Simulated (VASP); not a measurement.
# GaN (P6_3mc) in VASP: further runs

GaN is run at these levels: LDA; tasks: vibrations by perturbation theory.

All numbers are computed with VASP 6.6.1; they aren't measurements. Logs are shortened: lines on timing, memory, paths and dates and some standing lists are left out, and cuts for length are marked.

## Step 1: The cell of the first run

It takes space group P6_3mc (No. 186, hexagonal). The conventional cell has a = 3.186 Å, b = 3.186 Å, c = 5.161 Å, α = 90.00°, β = 90.00°, γ = 120.00°. Ga (site symmetry 3m) has 4 N at 1.95 Å within 2.6 Å. Within 2.6 Å of N (site symmetry 3m) lie 4 Ga at 1.95 Å.

## Step 2: Vibrations by perturbation theory, LDA

The input, INCAR:

```
SYSTEM = GaN
  PREC = Accurate
  ENCUT = 520
  EDIFF = 1E-8
  ISMEAR = 0
  SIGMA = 0.01
  LREAL = .False.
  LASPH = .True.
  NELM = 100
  ALGO = Normal
  ISIF = 2
  LWAVE = .False.
  LCHARG = .False.
  GGA = CA
  IBRION = 8
  NSW = 1
  LEPSILON = .True.
```

The input, KPOINTS:

```
Automatic mesh
0
Gamma
  9 9 6
  0 0 0
```

The input, POSCAR:

```
GaN
1.0
    3.1863600000      0.0000000000      0.0000000000
   -1.5931800000      2.7594687056      0.0000000000
    0.0000000000      0.0000000000      5.1605240400
Ga N
2 2
Direct
    0.3333333333      0.6666666667     -0.0012674244
    0.6666666667      0.3333333333      0.4987325756
    0.3333333333      0.6666666667      0.3762674244
    0.6666666667      0.3333333333      0.8762674244
```

Potentials or basis: VASP PAW LDA potentials, release 64 (Ga_d, N).

Command:

```
> cat potpaw_LDA.64/Ga_d/POTCAR potpaw_LDA.64/N/POTCAR > POTCAR
> mpirun -np 1 vasp_std > vasp.out
```

OUTCAR:

```text
SYSTEM = GaN
   PREC = Accurate
   ENCUT = 520
   EDIFF = 1E-8
   ISMEAR = 0
   LREAL = .False.
   LASPH = .True.
   NELM = 100
   ISIF = 2
   GGA = CA
   IBRION = 8
   NSW = 1
   LEPSILON = .True.

 ion  position               nearest neighbor table
   1  0.333  0.667  0.999-   4 1.95   4 1.95   4 1.95   3 1.95
   2  0.667  0.333  0.499-   3 1.95   3 1.95   3 1.95   4 1.95
   3  0.333  0.667  0.376-   2 1.95   2 1.95   2 1.95   1 1.95
   4  0.667  0.333  0.876-   1 1.95   1 1.95   1 1.95   2 1.95

  LATTYP: Found a hexagonal cell.
 ALAT       =     3.1863600000
 C/A-ratio  =     1.6195671676

  Lattice vectors:

 A1 = (   3.1863600000,   0.0000000000,   0.0000000000)
 A2 = (  -1.5931800000,   2.7594687056,   0.0000000000)
 A3 = (   0.0000000000,   0.0000000000,   5.1605240400)

Analysis of symmetry for initial positions (statically):
=====================================================================
 Subroutine PRICEL returns:
 Original cell was already a primitive cell.

 Routine SETGRP: Setting up the symmetry group for a
 hexagonal supercell.

 Subroutine GETGRP returns: Found 12 space group operations
 (whereof  6 operations were pure point group operations)
 out of a pool of 24 trial point group operations.

The static configuration has the point symmetry C_3v.
 The point group associated with its full space group is C_6v.

Analysis of symmetry for dynamics (positions and initial velocities):
=====================================================================
 Subroutine PRICEL returns:
 Original cell was already a primitive cell.

 Routine SETGRP: Setting up the symmetry group for a
 hexagonal supercell.

 Subroutine GETGRP returns: Found 12 space group operations
[... 875 lines left out ...]
 ---------------------------------------------------------------------------------
 ion    1
    1     2.59523    -0.00000     0.00000
    2    -0.00000     2.59523     0.00000
    3     0.00000    -0.00000     2.72667
 ion    2
    1     2.59523     0.00000     0.00000
    2     0.00000     2.59523     0.00000
    3     0.00000     0.00000     2.72667
 ion    3
    1    -2.59523    -0.00000     0.00000
    2     0.00000    -2.59523     0.00000
    3     0.00000     0.00000    -2.72667
 ion    4
    1    -2.59523    -0.00000     0.00000
    2     0.00000    -2.59523     0.00000
    3     0.00000    -0.00000    -2.72667

 INTERNAL STRAIN TENSOR FOR ION    4 for displacements in x,y,z  (eV/Angst):
          X           Y           Z          XY          YZ          ZX
  --------------------------------------------------------------------------------
  x     0.00000     0.00000     0.00000     8.92815    -0.00000     4.89147
  y     8.92815    -8.92815     0.00000     0.00000     5.19497     0.00000
  z     4.90943     4.90943    -9.90826    -0.00000    -0.00000     0.00000

 SECOND DERIVATIVES (NOT SYMMETRIZED)
 ------------------------------------
               1X          1Y          1Z          2X          2Y          2Z          3X          3Y          3Z          4X          4Y          4Z
  1X   -13.065823    0.000000    0.000000    0.425696    0.000000   -0.000000    1.096063   -0.000000    0.000000   11.544064    0.000000    0.000000
  1Y    -0.000000  -13.065823    0.000000    0.000000    0.425696    0.000000    0.000000    1.096063    0.000000    0.000000   11.544064    0.000000
  1Z     0.000000   -0.000000  -19.914529    0.000000    0.000000    8.186164    0.000000    0.000000    6.816095    0.000000    0.000000    4.912270
  2X     0.425696    0.000000    0.000000  -13.065823    0.000000    0.000000   11.544064    0.000000    0.000000    1.096063   -0.000000    0.000000
  2Y     0.000000    0.425696    0.000000   -0.000000  -13.065823    0.000000    0.000000   11.544064    0.000000   -0.000000    1.096063   -0.000000
  2Z     0.000000    0.000000    8.186164    0.000000    0.000000  -19.914529    0.000000    0.000000    4.912270    0.000000    0.000000    6.816095
  3X     1.102965    0.000000   -0.000000   11.549936    0.000000    0.000000  -13.293061    0.000000   -0.000000    0.640161    0.000000    0.000000
  3Y     0.000000    1.102965    0.000000    0.000000   11.549936    0.000000   -0.000000  -13.293061    0.000000    0.000000    0.640161    0.000000
  3Z     0.000000    0.000000    6.787361    0.000000    0.000000    4.944602    0.000000    0.000000  -17.793431    0.000000   -0.000000    6.061468
  4X    11.549936    0.000000    0.000000    1.102965    0.000000    0.000000    0.640161   -0.000000    0.000000  -13.293061    0.000000    0.000000
  4Y    -0.000000   11.549936    0.000000    0.000000    1.102965    0.000000    0.000000    0.640161   -0.000000    0.000000  -13.293061    0.000000
  4Z     0.000000    0.000000    4.944602    0.000000   -0.000000    6.787361    0.000000    0.000000    6.061468    0.000000    0.000000  -17.793431

 Eigenvectors and eigenvalues of the dynamical matrix
 ----------------------------------------------------

   1 f  =   20.422607 THz   128.319025 2PiTHz  681.224848 cm-1    84.461079 meV
             X         Y         Z           dx          dy          dz
     -0.000000  1.839646  5.153983    -0.000000    0.000000    0.032490
      1.593180  0.919823  2.573721    -0.000000    0.000000   -0.032490
     -0.000000  1.839646  1.941737    -0.000000   -0.000000   -0.706360
      1.593180  0.919823  4.521999     0.000000   -0.000000    0.706360
[... 71 lines left out ...]
  12 f/i=    0.003068 THz     0.019276 2PiTHz    0.102331 cm-1     0.012687 meV
             X         Y         Z           dx          dy          dz
     -0.000000  1.839646  5.153983     0.644099   -0.039905   -0.000000
      1.593180  0.919823  2.573721     0.644099   -0.039905   -0.000000
     -0.000000  1.839646  1.941737     0.288486   -0.017873   -0.000000
      1.593180  0.919823  4.521999     0.288486   -0.017873   -0.000000

--------------------------------------------------------------------------------------------------------

 MACROSCOPIC STATIC DIELECTRIC TENSOR IONIC CONTRIBUTION
 ------------------------------------------------------
           4.247783     0.000000     0.000000
           0.000000     4.247783     0.000000
           0.000000     0.000000     5.055270
 ------------------------------------------------------

 ELASTIC MODULI CONTR FROM IONIC RELAXATION (kBar)
 Direction    XX          YY          ZZ          XY          YZ          ZX
 --------------------------------------------------------------------------------
 XX        -551.4873    260.5561    291.9964     -0.0000      0.0000      0.0000
 YY         260.5561   -551.4873    291.9964      0.0000     -0.0000     -0.0000
 ZZ         291.9964    291.9964   -586.1308      0.0000      0.0000      0.0000
 XY          -0.0000      0.0000      0.0000   -406.0217      0.0000      0.0000
 YZ           0.0000     -0.0000      0.0000      0.0000   -126.9032     -0.0000
 ZX           0.0000     -0.0000      0.0000      0.0000     -0.0000   -138.6778
 --------------------------------------------------------------------------------

 PIEZOELECTRIC TENSOR IONIC CONTR  for field in x, y, z        (C/m^2)
          XX          YY          ZZ          XY          YZ          ZX
  --------------------------------------------------------------------------------
  x     0.00000    -0.00000     0.00000     0.00000    -0.00000    -0.72220
  y     0.00000    -0.00000     0.00000     0.00000    -0.69086    -0.00000
  z    -0.80691    -0.80691     1.61973    -0.00000    -0.00000    -0.00000
```

OSZICAR:

```text
N       E                     dE             d eps       ncg     rms          rms(c)
DAV:   1     0.274305611965E+03    0.27431E+03   -0.18521E+04  2190   0.304E+03
DAV:   2     0.303933823582E+01   -0.27127E+03   -0.26320E+03  2380   0.527E+02
DAV:   3    -0.306565241360E+02   -0.33696E+02   -0.33334E+02  2376   0.153E+02
[... 260 lines left out ...]
RMM:   8    -0.243904977750E+00    0.46869E-05    0.17254E-06  5176   0.273E-03    0.242E-04
RMM:   9    -0.243905411854E+00   -0.43410E-06   -0.32159E-07  5171   0.101E-03    0.501E-05
RMM:  10    -0.243905371975E+00    0.39879E-07    0.25861E-07  5597   0.321E-04    0.199E-05
RMM:  11    -0.243905480055E+00   -0.10808E-06   -0.74318E-09  5215   0.823E-05    0.417E-06
RMM:  12    -0.243905487767E+00   -0.77112E-08    0.47784E-08  5119   0.350E-05    0.211E-06
 Linear response finished
```

It took 36 min on 1 thread of Intel Xeon 8259CL, shared host; peak memory 0.6 GiB.

Results:

```
Electronic dielectric tensor (diagonal)                 : 5.76, 5.76, 5.88
Born charges (mean of the diagonal)                     : Ga +2.64; N -2.64 e
Highest phonon frequency at Γ, LO-TO splitting left out : 681 cm⁻¹
```

Phonon frequencies in cm⁻¹ (negative: imaginary):
```tsv
q point	frequencies
(0.000, 0.000, 0.000)	0 0 0 140 140 330 523 543 543 551 551 681
```

Electronic dielectric tensor:
```
5.76 0.00 0.00
0.00 5.76 0.00
0.00 0.00 5.88
```

Born effective charge tensors (e):
atom 1, Ga
```
2.60 0.00 0.00
0.00 2.60 0.00
0.00 0.00 2.73
```
atom 2, Ga
```
2.60 0.00 0.00
0.00 2.60 0.00
0.00 0.00 2.73
```
atom 3, N
```
-2.60  0.00  0.00
 0.00 -2.60  0.00
 0.00  0.00 -2.73
```
atom 4, N
```
-2.60  0.00  0.00
 0.00 -2.60  0.00
 0.00  0.00 -2.73
```

Caveat: the cell stands under pressure or tension, which shifts response properties.

## Step 3: Vibrations by perturbation theory, LDA

This run uses another cell than the first one, of 11.38 Å³/atom.

The input, INCAR:

```
  ALGO = Normal
  EDIFF = 1E-8
  ENCUT = 520
  IBRION = 8
  ISIF = 2
  ISMEAR = 0
  LASPH = True
  LCHARG = False
  LEPSILON = True
  LREAL = False
  LWAVE = False
  NELM = 80
  NSW = 1
  PREC = Accurate
  SIGMA = 0.01
```

The input, KPOINTS:

```
k-points
0
Gamma
  9 9 6
```

The input, POSCAR:

```
GaN
1.0
    3.1927200000      0.0000000000      0.0000000000
   -1.5963600000      2.7649766271      0.0000000000
    0.0000000000      0.0000000000      5.1550480800
Ga N
2 2
Direct
    0.3333333333      0.6666666667     -0.0015078995
    0.6666666667      0.3333333333      0.4984921005
    0.3333333333      0.6666666667      0.3765078995
    0.6666666667      0.3333333333      0.8765078995
```

Potentials or basis: VASP PAW LDA potentials, release 64 (Ga_d, N).

Command:

```
> cat potpaw_LDA.64/Ga_d/POTCAR potpaw_LDA.64/N/POTCAR > POTCAR
> mpirun -np 1 vasp_std > vasp.out
```

OUTCAR:

```text
EDIFF = 1E-8
   ENCUT = 520
   IBRION = 8
   ISIF = 2
   ISMEAR = 0
   LASPH = True
   LEPSILON = True
   LREAL = False
   NELM = 80
   NSW = 1
   PREC = Accurate

 ion  position               nearest neighbor table
   1  0.333  0.667  0.998-   4 1.95   4 1.95   4 1.95   3 1.95
   2  0.667  0.333  0.498-   3 1.95   3 1.95   3 1.95   4 1.95
   3  0.333  0.667  0.377-   2 1.95   2 1.95   2 1.95   1 1.95
   4  0.667  0.333  0.877-   1 1.95   1 1.95   1 1.95   2 1.95

  LATTYP: Found a hexagonal cell.
 ALAT       =     3.1927200000
 C/A-ratio  =     1.6146257987

  Lattice vectors:

 A1 = (   3.1927200000,   0.0000000000,   0.0000000000)
 A2 = (  -1.5963600000,   2.7649766271,   0.0000000000)
 A3 = (   0.0000000000,   0.0000000000,   5.1550480800)

Analysis of symmetry for initial positions (statically):
=====================================================================
 Subroutine PRICEL returns:
 Original cell was already a primitive cell.

 Routine SETGRP: Setting up the symmetry group for a
[... 932 lines left out ...]
  4Z     0.000000   -0.000000    4.889354   -0.000000    0.000000    6.777995    0.000000    0.000000    6.044068    0.000000    0.000000  -17.711417

 Eigenvectors and eigenvalues of the dynamical matrix
 ----------------------------------------------------

   1 f  =   20.380964 THz   128.057376 2PiTHz  679.835792 cm-1    84.288858 meV
             X         Y         Z           dx          dy          dz
     -0.000000  1.843318  5.147275    -0.000000    0.000000    0.033409
      1.596360  0.921659  2.569751    -0.000000   -0.000000   -0.033409
     -0.000000  1.843318  1.940916    -0.000000    0.000000   -0.706317
      1.596360  0.921659  4.518440     0.000000   -0.000000    0.706317
[... 71 lines left out ...]
  12 f/i=    0.007826 THz     0.049175 2PiTHz    0.261063 cm-1     0.032368 meV
             X         Y         Z           dx          dy          dz
     -0.000000  1.843318  5.147275    -0.457607   -0.455150   -0.000000
      1.596360  0.921659  2.569751    -0.457607   -0.455150   -0.000000
     -0.000000  1.843318  1.940916    -0.204796   -0.203697   -0.000000
      1.596360  0.921659  4.518440    -0.204796   -0.203697   -0.000000

--------------------------------------------------------------------------------------------------------

 MACROSCOPIC STATIC DIELECTRIC TENSOR IONIC CONTRIBUTION
 ------------------------------------------------------
           4.295785     0.000000     0.000000
           0.000000     4.295785    -0.000000
           0.000000    -0.000000     5.073287
 ------------------------------------------------------

 ELASTIC MODULI CONTR FROM IONIC RELAXATION (kBar)
 Direction    XX          YY          ZZ          XY          YZ          ZX
 --------------------------------------------------------------------------------
 XX        -532.9313    256.2195    287.3175     -0.0000      0.0000     -0.0000
 YY         256.2195   -532.9313    287.3175      0.0000     -0.0000      0.0000
 ZZ         287.3175    287.3175   -596.6595      0.0000     -0.0000      0.0000
 XY          -0.0000      0.0000      0.0000   -394.5754     -0.0000      0.0000
 YZ           0.0000     -0.0000     -0.0000     -0.0000   -121.3643     -0.0000
 ZX          -0.0000      0.0000      0.0000      0.0000     -0.0000   -132.7633
 --------------------------------------------------------------------------------

 PIEZOELECTRIC TENSOR IONIC CONTR  for field in x, y, z        (C/m^2)
          XX          YY          ZZ          XY          YZ          ZX
  --------------------------------------------------------------------------------
  x    -0.00000     0.00000     0.00000     0.00000    -0.00000    -0.71061
  y     0.00000    -0.00000    -0.00000    -0.00000    -0.67942    -0.00000
  z    -0.78834    -0.78834     1.63712    -0.00000     0.00000    -0.00000
```

stdout:

```text
POSCAR found type information on POSCAR GaN
 POSCAR found :  2 types and       4 ions
 scaLAPACK will be used
 LDA part: xc-table for (Slater(with rela. corr.)+CA(PZ))
 , standard interpolation
 POSCAR, INCAR and KPOINTS ok, starting setup
 FFT: planning ... GRIDC
 FFT: planning ... GRID_SOFT
[... 101 lines left out ...]
 onal to |phi(0)> (1.436180748134140E-004,5.082739784612045E-015)
 LRF_COMMUTATOR internal error: the vector H(1)-e(1) S(1) |phi(0)> is not orthog
 onal to |phi(0)> (-1.365603670957088E-004,-1.977584762613560E-015)
 LRF_COMMUTATOR internal error: the vector H(1)-e(1) S(1) |phi(0)> is not orthog
 onal to |phi(0)> (1.203323436862122E-004,-3.171941875823592E-015)
 LRF_COMMUTATOR internal error: the vector H(1)-e(1) S(1) |phi(0)> is not orthog
 onal to |phi(0)> (1.029479637664017E-004,2.286365541337432E-015)
 LRF_COMMUTATOR internal error: the vector H(1)-e(1) S(1) |phi(0)> is not orthog
 onal to |phi(0)> (-1.386146423260973E-004,4.777428452840127E-015
```

Wall time 39 min (1 thread of Intel Xeon 8259CL, shared host); peak memory 0.6 GiB.

What came out:

* Electronic dielectric tensor (diagonal): 5.79, 5.79, 5.89
* Born charges (mean of the diagonal): Ga +2.64; N -2.64 e
* Highest phonon frequency at Γ, LO-TO splitting left out: 680 cm⁻¹

Phonon frequencies in cm⁻¹ (negative: imaginary):
| q point | frequencies |
| --- | --- |
| (0.000, 0.000, 0.000) | 0 0 0 140 140 329 522 540 540 548 548 680 |

Electronic dielectric tensor:
```
5.79 0.00 0.00
0.00 5.79 0.00
0.00 0.00 5.89
```

Born effective charge tensors (e):
atom 1, Ga
```
2.60 0.00 0.00
0.00 2.60 0.00
0.00 0.00 2.73
```
atom 2, Ga
```
2.60 0.00 0.00
0.00 2.60 0.00
0.00 0.00 2.73
```
atom 3, N
```
-2.60  0.00  0.00
 0.00 -2.60  0.00
 0.00  0.00 -2.73
```
atom 4, N
```
-2.60  0.00  0.00
 0.00 -2.60  0.00
 0.00  0.00 -2.73
```

Caveat: the cell stands under pressure or tension, which shifts response properties.
